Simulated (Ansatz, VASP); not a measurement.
# Two plane-wave programs on Rh

```
Rh
1.0
     1.79279    1.03507    1.46406
    -1.79279    1.03507    1.46406
     0.00000   -2.07014    1.46406
Rh
1
Direct
  0.00000 0.00000 0.00000
```

Alike in both runs: functional PBE; k mesh 21 × 21 × 21; occupations gaussian, width 0.1 eV; no spin polarisation.

Ansatz relaxed the structure, and its values are those at the end. VASP's run is a single point on that final structure, the one shown.

|  | VASP | Ansatz |
| --- | --- | --- |
| version | VASP 6.6.1 | Ansatz 0.2.0 |
| potentials or method | VASP PAW PBE potentials, release 64 (Rh_pv), cutoff 520 eV | scalar-relativistic, plane waves, PAW |
| valence electrons in the cell | 15 | 17 |

```tsv
	VASP	Ansatz	Ansatz less VASP
gap on the k mesh at the Fermi level (eV)	none	none	-
pressure (GPa)	0.0	0.0	-0.04
```

A gap of «none» marks a metal or a gap that the smearing closes. With one functional, cell and mesh, what is left measures potentials, basis and numerics. VASP's potentials hold 15 valence electrons a cell and Ansatz's 17, so a difference there can come from the potentials and not from the codes.
